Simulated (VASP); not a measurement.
Wanted: the native input for a VASP 6.6.1 run.

```
Task                   : single point
Functional             : PBE
Potentials or basis    : VASP PAW PBE potentials, release 64 (Tm_3, Cd, C), 4f in core
Cutoff                 : 600 eV
k mesh                 : 6 × 6 × 4
Occupations            : gaussian, width 0.1 eV
Spin                   : no spin polarisation
Dipole correction      : no
Further INCAR settings : ALGO = Normal; EDIFF = 1e-06; NBANDS = 27
```

The structure of Tm2CdC2 lies in POSCAR:

```
Tm2CdC2
1.0
    4.9332372500      0.0000000000      0.0000000000
   -2.4666186300      4.2723087800      0.0000000000
    0.0000000000      0.0000000000      4.7320410000
Tm Cd C
2 1 2
Direct
    0.3333333300      0.6666666700      0.0000000000
    0.6666666700      0.3333333300      0.0000000000
    0.0000000000      0.0000000000      0.5000000000
    0.3333333300      0.6666666700      0.5000000000
    0.6666666700      0.3333333300      0.5000000000
```

The cell was generated, and may not be a known phase.

One way to write it, as run:

INCAR

```
SYSTEM = Tm2CdC2
PREC = Accurate ; ENCUT = 600
EDIFF = 1E-6 ; ISMEAR = 0
SIGMA = 0.1 ; LREAL = .FALSE.
LASPH = .TRUE. ; NELM = 200
ALGO = Normal ; ISIF = 2
LWAVE = .FALSE. ; LCHARG = .FALSE.
GGA = PE ; NBANDS = 27
GGA_COMPAT = .FALSE. ; LMAXMIX = 6
```

KPOINTS

```
Automatic mesh
0
G
  6 6 4
  0 0 0
```

Potentials or basis: VASP PAW PBE potentials, release 64 (Tm_3, Cd, C), 4f in core.

The run is started by

```bash
$ cat potpaw_PBE.64/Tm_3/POTCAR potpaw_PBE.64/Cd/POTCAR potpaw_PBE.64/C/POTCAR > POTCAR
$ mpirun -np 1 vasp_std > vasp.out
```

It gave:

```
Pressure               : -0.1 GPa
Band gap on the k mesh : zero (bands 19 and 20 overlap by 0.98 eV)
```

Caveat: the stress differs along the axes, from -7 to 4 GPa; spin-orbit coupling is left out, which moves the levels of the heavy elements; the 4f electrons are frozen in the core, so they carry no moment and show no levels.

Run time: 40 s on 1 thread of AMD EPYC 9R45 96-Core Processor (Zen 5) (shared host), peak memory 0.25 GiB.
